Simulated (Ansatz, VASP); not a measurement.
**One calculation of KBaI3, two programs**

```
K Ba I
1.0
     6.71919    0.00000    0.00000
     0.00000    6.71919    0.00000
     0.00000    0.00000    6.71919
K Ba I
1 1 3
Direct
  0.00000 0.00000 0.00000
  0.50000 0.50000 0.50000
  0.50000 0.50000 0.00000
  0.50000 0.00000 0.50000
  0.00000 0.50000 0.50000
```

Alike in both runs: task single point; functional HSE06; k mesh 2 × 2 × 2; no spin polarisation.

```csv
,VASP,Ansatz
version,VASP 6.6.1,Ansatz 0.2.0
potentials or method,"VASP PAW PBE potentials, release 64 (K_sv, Ba_sv, I)","plane waves, PAW"
plane-wave cutoff (eV),520,420
occupations,"gaussian, width 0.01 eV",fixed
valence electrons in the cell,40,70
```

|  | VASP | Ansatz | Ansatz less VASP |
| --- | --- | --- | --- |
| gap on the k mesh at the Fermi level (eV) | 4.02 | 4.02 | -0.002 |
| pressure (GPa) | 0.3 | 0.2 | -0.13 |

VASP's potentials hold 40 valence electrons a cell and Ansatz's 70, so a difference there can come from the potentials and not from the codes. Ansatz's warnings: stress exchange threshold loose, stress scf threshold loose.

The k mesh is coarse, so the values compare programs but aren't converged. Neither program's run includes spin-orbit coupling.
